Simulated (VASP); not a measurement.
Write the native input for VASP 6.6.1 that does the following.

```
Task                   : single point
Functional             : PBE
Potentials or basis    : VASP PAW PBE potentials, release 64 (Si, C)
Cutoff                 : 520 eV
k mesh                 : 10 × 10 × 10
Occupations            : fermi-dirac, width 0.02 eV
Spin                   : no spin polarisation
Dipole correction      : no
Further INCAR settings : ALGO = Normal; EDIFF = 1e-06; NBANDS = 11
```

The structure of SiC lies in POSCAR:

```
SiC
1.0
    0.0000000000      2.1898629709      2.1898629709
    2.1898629709      0.0000000000      2.1898629709
    2.1898629709      2.1898629709      0.0000000000
Si C
1 1
Direct
    0.2500000000      0.2500000000      0.2500000000
    0.0000000000      0.0000000000      0.0000000000
```

The input as run:

INCAR

```
SYSTEM = SiC
ALGO = Normal
EDIFF = 1E-6
ENCUT = 520
GGA = PE
ISIF = 2
ISMEAR = -1
LASPH = .True.
LCHARG = .False.
LREAL = .False.
LWAVE = .False.
NBANDS = 11
NELM = 60
PREC = Accurate
SIGMA = 0.02
```

KPOINTS

```
k-points
0
Gamma
  10 10 10
  0 0 0
```

Potentials or basis: VASP PAW PBE potentials, release 64 (Si, C).

Run with:

```console
$ cat potpaw_PBE.64/Si/POTCAR potpaw_PBE.64/C/POTCAR > POTCAR
$ mpirun -np 1 vasp_std > vasp.out
```

It gave:

* Pressure: 0.0 GPa
* Band gap on the k mesh: 1.37 eV, indirect (least direct gap 4.53 eV)

It took 10 s on 1 thread of AMD EPYC 7R43 64-Core Processor (Zen 3) (shared host), peak memory 0.1 GiB.
